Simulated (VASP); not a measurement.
Runs of VASP 6.6.1 on ZnO. The structure is that of space group P6_3/mmc (No. 194), or close to it. The cells are those of the table. 

| cell | gap on the mesh (eV) | pressure (GPa) |
| --- | --- | --- |
| a = 3.337, b = 3.337, c = 7.237 Å, angles 90.0, 90.0, 120.0°, 4 atoms | (c) | -5.1 |
| a = 3.387, b = 3.387, c = 7.023 Å, angles 90.0, 90.0, 120.0°, 4 atoms | 0.74 | (a) |
| a = 3.337, b = 3.337, c = 7.130 Å, angles 90.0, 90.0, 120.0°, 4 atoms | (b) | -5.1 |
| a = 3.387, b = 3.387, c = 7.237 Å, angles 90.0, 90.0, 120.0°, 4 atoms | 0.79 | -8.0 |
| a = 3.387, b = 3.387, c = 7.344 Å, angles 90.0, 90.0, 120.0°, 4 atoms | 0.81 | -7.9 |

Alike in all rows: task single point; level PBE+D3(BJ); potentials or basis VASP PAW PBE potentials, release 64 (Zn, O); no spin polarisation; k mesh 9 × 9 × 4; cutoff (eV) 520; smearing gaussian 0.05 eV.

Problem. Fill in the values left out.

Solution. (a) -8.2; (b) 0.80; (c) 0.82.

Caveats: the cell stands under tension; an odd mesh through Γ misses points on the zone boundary, where band edges can lie.
